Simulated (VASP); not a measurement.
Set up this calculation in VASP 6.6.1, as the native input.

- Task: single point
- Functional: r2SCAN
- Potentials or basis: VASP PAW PBE potentials, release 64 (I)
- Cutoff: 520 eV
- k mesh: 16 × 16 × 16
- Occupations: methfessel-paxton, width 0.1 eV
- Spin: no spin polarisation
- Dipole correction: no
- Further INCAR settings: ALGO = Normal; EDIFF = 1e-06; NBANDS = 10

Crystal: I.

```
I
1.0
    -1.61746    1.61746    4.26481
     1.61746   -1.61746    4.26481
     1.61746    1.61746   -4.26481
I
1
Direct
  0.00000 0.00000 0.00000
```

One way to write it, as run:

POSCAR

```
I
1.0
   -1.6174560000      1.6174560000      4.2648080000
    1.6174560000     -1.6174560000      4.2648080000
    1.6174560000      1.6174560000     -4.2648080000
I
1
Direct
    0.0000000000      0.0000000000      0.0000000000
```

INCAR.step1

```
SYSTEM = I
ALGO = Normal
EDIFF = 1E-4
ENCUT = 520
GGA = PE
ISMEAR = 1
LASPH = .True.
LCHARG = .False.
LREAL = .False.
LWAVE = .True.
NBANDS = 10
NELM = 100
PREC = Accurate
SIGMA = 0.1
```

INCAR.step2

```
SYSTEM = I
ALGO = Normal
EDIFF = 1E-6
ENCUT = 520
ISIF = 2
ISMEAR = 1
ISTART = 1
LASPH = .True.
LCHARG = .False.
LMIXTAU = .True.
LREAL = .False.
LWAVE = .False.
METAGGA = R2SCAN
NBANDS = 10
NELM = 100
PREC = Accurate
SIGMA = 0.1
```

KPOINTS

```
k-points
0
Gamma
  16 16 16
  0 0 0
```

Potentials or basis: VASP PAW PBE potentials, release 64 (I).

The run is started by

```console
$ cat potpaw_PBE.64/I/POTCAR > POTCAR
$ cp INCAR.step1 INCAR
$ mpirun -np 1 vasp_std > vasp.out
$ cp INCAR.step2 INCAR
$ mpirun -np 1 vasp_std > vasp.out
```

It gave:

The pressure is -0.5 GPa.

Caveat: the PAW data sets were made with another functional, which shifts forces and pressure a little; an odd number of electrons without spin polarisation forces a metal; a magnetic or distorted state may lie lower.

Wall time 5.6 min on 1 thread of Intel(R) Xeon(R) 6975P-C (Granite Rapids) (shared host), peak memory 0.32 GiB.
